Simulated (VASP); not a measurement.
Here is a VASP 6.6.1 calculation.

The input INCAR:

```
PREC = Accurate
ENCUT = 520
EDIFF = 1E-7
ISMEAR = -1
SIGMA = 0.08
LREAL = F
LASPH = T
NELM = 60
ALGO = Normal
ISIF = 2
LWAVE = F
LCHARG = F
GGA = PS
NBANDS = 12
```

File KPOINTS:

```
regular mesh
0
Gamma
  14 14 14
```

File POSCAR:

```
Zr
1.0
   -1.7738000000      1.8100000000      1.8100000000
    1.8100000000     -1.7738000000      1.8100000000
    1.8100000000      1.8100000000     -1.7738000000
Zr
1
Direct
    0.0000000000      0.0000000000      0.0000000000
```

Potentials or basis: VASP PAW PBE potentials, release 64 (Zr_sv).

Run with:

```sh
$ cat potpaw_PBE.64/Zr_sv/POTCAR > POTCAR
$ mpirun -np 1 vasp_std > vasp.out
```

Question: Estimate the band gap on the k mesh.

Answer: Zero (bands 6 and 7 overlap by 1.59 eV).

Question: What does it give for the pressure?

Answer: -6.6 GPa.

Stress tensor (GPa, compression positive):
```
-6.61 -0.59 -0.59
-0.59 -6.61 -0.59
-0.59 -0.59 -6.61
```

Caveat: the cell differs from its parent crystal (equal xy, yz and zx shear strains of +2 %); the cell stands under tension; the PAW data sets were made with another functional, which shifts forces and pressure a little.
